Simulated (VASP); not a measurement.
Set up this calculation in VASP 6.6.1, as the native input.

```yaml
Task: single point
Functional: PBE
Potentials_or_basis: VASP PAW PBE potentials, release 64 (Ce)
Cutoff: 520 eV
k_mesh: 12 × 12 × 9
Occupations: fermi-dirac, width 0.05 eV
Spin: collinear spin, antiferromagnetic start
Starting_moments: "[1.0, -1.0] μB"
Dipole_correction: no
Further_INCAR_settings: ALGO = Normal; EDIFF = 1e-06; NBANDS = 23
```

The structure of Ce lies in POSCAR:

```
Ce
1.0
    3.3062608433      0.0000000000      0.0000000000
    0.0000000000      3.3062608433      0.0000000000
    0.0000000000      0.0000000000      4.6499846169
Ce
2
Direct
    1.0000000000      0.0000000000      0.0000000000
    0.5000000000      0.5000000000      0.5000000000
```

These files were run (other wordings do the same):

INCAR

```
PREC = Accurate
ENCUT = 520
EDIFF = 1E-6
ISMEAR = -1
SIGMA = 0.05
LREAL = False
LASPH = True
NELM = 150
ALGO = Normal
ISIF = 2
LWAVE = False
LCHARG = False
ISPIN = 2
MAGMOM = 1 -1
LORBIT = 11
LMAXMIX = 6
GGA = PE
NBANDS = 23
```

KPOINTS

```
Automatic mesh
0
Gamma
  12 12 9
```

Potentials or basis: VASP PAW PBE potentials, release 64 (Ce).

Command:

```console
$ cat potpaw_PBE.64/Ce/POTCAR > POTCAR
$ mpirun -np 1 vasp_std > vasp.out
```

Results of the run:

* Pressure: 1.5 GPa
* Band gap on the k mesh: zero (filled and empty bands overlap)
* Net moment: 0.00 μB per cell
* Valence electrons inside the program's atomic spheres: Ce 9.98

Caveat: the magnetic or orbital state may not be the lowest; the moments typed at the start vanished in this run; spin-orbit coupling is left out, which moves the levels of the heavy elements; semilocal functionals describe open f shells poorly, which spoils levels, moments and volumes.

Wall time 3 min on 1 thread of Intel(R) Xeon(R) 6975P-C (Granite Rapids) (shared host), peak memory 0.38 GiB.
